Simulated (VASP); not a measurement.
# CaO (P6_3/mmc) in VASP: settings compared, part 2 of 2

VASP 6.6.1. The steps go on from the part before.

### Step 5. Single point, r2SCAN

Contents of POSCAR:

```
CaO
1.0
    3.9810268700      0.0000000000      0.0000000000
   -1.9905134350      3.4476704026      0.0000000000
    0.0000000000      0.0000000000      4.7701151863
Ca O
2 2
Direct
    0.3333333333      0.6666666667      0.2500000000
    0.6666666667      0.3333333333      0.7500000000
    0.6666666667      0.3333333333      0.2500000000
    0.3333333333      0.6666666667      0.7500000000
```

Contents of INCAR.step1:

```
SYSTEM = CaO
PREC = Accurate ; ENCUT = 520
ISMEAR = 0 ; SIGMA = 0.01
LREAL = .FALSE. ; LASPH = .TRUE.
NELM = 60 ; NBANDS = 24
GGA = PE ; ALGO = Normal
EDIFF = 1E-4 ; LWAVE = .TRUE.
LCHARG = .FALSE.
```

Contents of INCAR.step2:

```
SYSTEM = CaO
PREC = Accurate ; ENCUT = 520
EDIFF = 1E-7 ; ISMEAR = 0
SIGMA = 0.01 ; LREAL = .FALSE.
LASPH = .TRUE. ; NELM = 60
ALGO = Normal ; ISIF = 2
LWAVE = .FALSE. ; LCHARG = .FALSE.
METAGGA = R2SCAN ; LMIXTAU = .TRUE.
NBANDS = 24 ; ISTART = 1
```

Contents of KPOINTS:

```
Automatic mesh
0
G
  6 6 4
  0 0 0
```

Potentials or basis: VASP PAW PBE potentials, release 64 (Ca_sv, O).

On the command line:

```
$ cat potpaw_PBE.64/Ca_sv/POTCAR potpaw_PBE.64/O/POTCAR > POTCAR
$ cp INCAR.step1 INCAR
$ mpirun -np 1 vasp_std > vasp.out
$ cp INCAR.step2 INCAR
$ mpirun -np 1 vasp_std > vasp.out
```

OUTCAR:

```text
SYSTEM = CaO
   PREC = Accurate
   ENCUT = 520
   EDIFF = 1E-7
   ISMEAR = 0
   LREAL = .FALSE.
   LASPH = .TRUE.
   NELM = 60
   ISIF = 2
   METAGGA = R2SCAN
   ISTART = 1

 ion  position               nearest neighbor table
   1  0.333  0.667  0.250-   3 2.30   3 2.30   3 2.30   4 2.39   4 2.39
   2  0.667  0.333  0.750-   4 2.30   4 2.30   4 2.30   3 2.39   3 2.39
   3  0.667  0.333  0.250-   1 2.30   1 2.30   1 2.30   2 2.39   2 2.39
   4  0.333  0.667  0.750-   2 2.30   2 2.30   2 2.30   1 2.39   1 2.39

  LATTYP: Found a hexagonal cell.
 ALAT       =     3.9810268700
 C/A-ratio  =     1.1982122558

  Lattice vectors:

 A1 = (   3.9810268700,   0.0000000000,   0.0000000000)
 A2 = (  -1.9905134350,   3.4476704026,   0.0000000000)
 A3 = (   0.0000000000,   0.0000000000,   4.7701151863)

Analysis of symmetry for initial positions (statically):
=====================================================================
 Subroutine PRICEL returns:
 Original cell was already a primitive cell.

 Routine SETGRP: Setting up the symmetry group for a
 hexagonal supercell.

 Subroutine GETGRP returns: Found 24 space group operations
 (whereof 12 operations were pure point group operations)
 out of a pool of 24 trial point group operations.

The static configuration has the point symmetry D_3d.
 The point group associated with its full space group is D_6h.

Analysis of symmetry for dynamics (positions and initial velocities):
=====================================================================
 Subroutine PRICEL returns:
 Original cell was already a primitive cell.

 Routine SETGRP: Setting up the symmetry group for a
 hexagonal supercell.

 Subroutine GETGRP returns: Found 24 space group operations
 (whereof 12 operations were pure point group operations)
 out of a pool of 24 trial point group operations.

The dynamic configuration has the point symmetry D_3d.
 The point group associated with its full space group is D_6h.
[... 116 lines left out ...]
   IALGO  =     38    algorithm
   IMIX   =      4    mixing-type and parameters
     AMIX     =   0.40;   BMIX     =  1.00
     AMIX_MAG =   1.60;   BMIX_MAG =  1.00
  volume/ion in A,a.u.               =      16.37       110.46
  Fermi-wavevector in a.u.,A,eV,Ry     =   1.289560  2.436915 22.626016  1.662965
  Thomas-Fermi vector in A             =   2.421445
   LORBIT       =      0    0 simple, 1 ext, 2 COOP (PROOUT), +10 PAW based schemes
   METAGGA = R2SCAN    functional components
   LHFCALC =     F    Hartree Fock is set to
   AEXX    =    0.0000 exact exchange contribution
   IVDW    =     0    specifies the selected vdW correction
   LEPSILON=     F    determine dielectric tensor
   LRPA    =     F    only Hartree local field effects (RPA)
 non-spin polarized calculation
 Gauss-broadening in eV      SIGMA  =   0.01
  energy-cutoff  :      520.00
  volume of cell :       65.47
 maximum number of plane-waves:      1811
 NGX is ok and might be reduce to    30
   NGX = 15   NGY = 15   NGZ = 17

 number of electron      31.9999988 magnetization

 Free energy of the ion-electron system (eV)
  ---------------------------------------------------
  ext. energy  EPLUGINS =         0.00000000
  ---------------------------------------------------
  free energy    TOTEN  =       -38.48700193 eV

  energy without entropy =      -38.48700193  energy(sigma->0) =      -38.48700193

 E-fermi :   1.2101     XC(G=0):  -9.9990

 val. band max:        1.0432497967   @ k =   0.0000   0.0000   0.0000
 cond. band min:       4.6539547955   @ k =   0.0000   0.0000   0.0000
 fundamental gap:      3.6107049988
 Fermi energy:         1.2100662070

 k-point     1 :       0.0000    0.0000    0.0000
  band No.  band energies     occupation
      1     -37.9819      2.00000
      2     -37.8477      2.00000
      3     -18.4521      2.00000
      4     -18.2024      2.00000
      5     -18.2024      2.00000
      6     -18.0024      2.00000
[... 556 lines left out ...]
     23      10.3407      0.00000
     24      10.3407      0.00000

------------------------ aborting loop because EDIFF is reached ----------------------------------------

  FORCE on cell =-STRESS in cart. coord.  units (eV):
  Direction    XX          YY          ZZ          XY          YZ          ZX
  --------------------------------------------------------------------------------------
  -------------------------------------------------------------------------------------
  Total        0.4082098      0.4082098      0.3805671      0.0000000      0.0000000      0.0000000
  in kB        9.9895126      9.9895126      9.3130547      0.0000000      0.0000000      0.0000000
  external PRESSURE =       9.7640266 kB  Pullay stress =       0.0000000 kB

 VOLUME and BASIS-vectors are now :
 -----------------------------------------------------------------------------
  energy-cutoff  :      520.00
  volume of cell :       65.47
      direct lattice vectors                 reciprocal lattice vectors
     3.981026870  0.000000000  0.000000000     0.251191472  0.145025464  0.000000000
    -1.990513435  3.447670403  0.000000000     0.000000000  0.290050928  0.000000000
     0.000000000  0.000000000  4.770115186     0.000000000  0.000000000  0.209638544

 POSITION                                       TOTAL-FORCE (eV/Angst)
 -----------------------------------------------------------------------------------
     -0.00000      2.29845      1.19253        -0.000000     -0.000000      0.000000
      1.99051      1.14922      3.57759         0.000000      0.000000      0.000000
      1.99051      1.14922      1.19253        -0.000000      0.000000     -0.000000
     -0.00000      2.29845      3.57759         0.000000     -0.000000      0.000000
 -----------------------------------------------------------------------------------
    total drift:                               -0.000000     -0.000000     -0.000000

  FREE ENERGIE OF THE ION-ELECTRON SYSTEM (eV)
  ---------------------------------------------------
  free  energy   TOTEN  =       -38.4870019341 eV

  energy  without entropy=      -38.4870019341  energy(sigma->0) =      -38.48700193
```

OUTCAR.step1:

```text
SYSTEM = CaO
   PREC = Accurate
   ENCUT = 520
   ISMEAR = 0
   LREAL = .FALSE.
   LASPH = .TRUE.
   NELM = 60
[... 792 lines left out ...]
      1.99051      1.14922      3.57759        -0.000000     -0.000000      0.000000
      1.99051      1.14922      1.19253        -0.000000     -0.000000      0.000000
     -0.00000      2.29845      3.57759         0.000000      0.000000      0.000000
 -----------------------------------------------------------------------------------
    total drift:                               -0.000000     -0.000000     -0.000000

  FREE ENERGIE OF THE ION-ELECTRON SYSTEM (eV)
  ---------------------------------------------------
  free  energy   TOTEN  =       -25.3378490508 eV

  energy  without entropy=      -25.3378490508  energy(sigma->0) =      -25.33784905
```

Run time: 3.6 min. Hardware: 1 thread of AMD EPYC 7R13 (Zen 3), shared host; peak memory 0.16 GiB.

What came out:

```yaml
Free_energy: -38.4870 eV
Pressure: 1.0 GPa
Band_gap_on_the_k_mesh: 3.61 eV, direct
```

Levels at points of the mesh, in eV from the valence-band top:
```
           k point  band 13  band 14  band 15  band 16  band 17  band 18  band 19  band 20
(0.00, 0.00, 0.00)    -1.17    -1.17    -1.08     0.00     3.61     6.82     6.82     8.41
(0.50, 0.00, 0.00)    -0.85    -0.83    -0.58    -0.38     5.13     5.79     5.88     8.33
(0.00, 0.00, 0.50)    -1.30    -1.30    -1.30    -1.30     5.44     5.44     8.50     8.50
(0.50, 0.00, 0.50)    -1.07    -1.07    -0.75    -0.75     5.83     5.83     8.02     8.02
```

Caveat: the PAW data sets were made with another functional, which shifts forces and pressure a little.

### Step 6. Summary

| level | potentials or basis | gap on the mesh (eV) | pressure (GPa) |
| --- | --- | --- | --- |
| LDA | VASP PAW LDA potentials, release 64 (Ca_sv, O) | 3.03 | -4.4 |
| PBE | VASP PAW PBE potentials, release 64 (Ca_sv, O) | 3.19 | 2.3 |
| r2SCAN | VASP PAW PBE potentials, release 64 (Ca_sv, O) | 3.61 | 1.0 |

Alike in all rows: task single point; no spin polarisation; cell as given; k mesh 6 × 6 × 4; cutoff (eV) 520; smearing gaussian 0.01 eV.

Caveats: the PAW data sets were made with another functional, which shifts forces and pressure a little (some runs).

Total energies depend on the potentials used, so only differences within one code and one set of settings carry meaning.
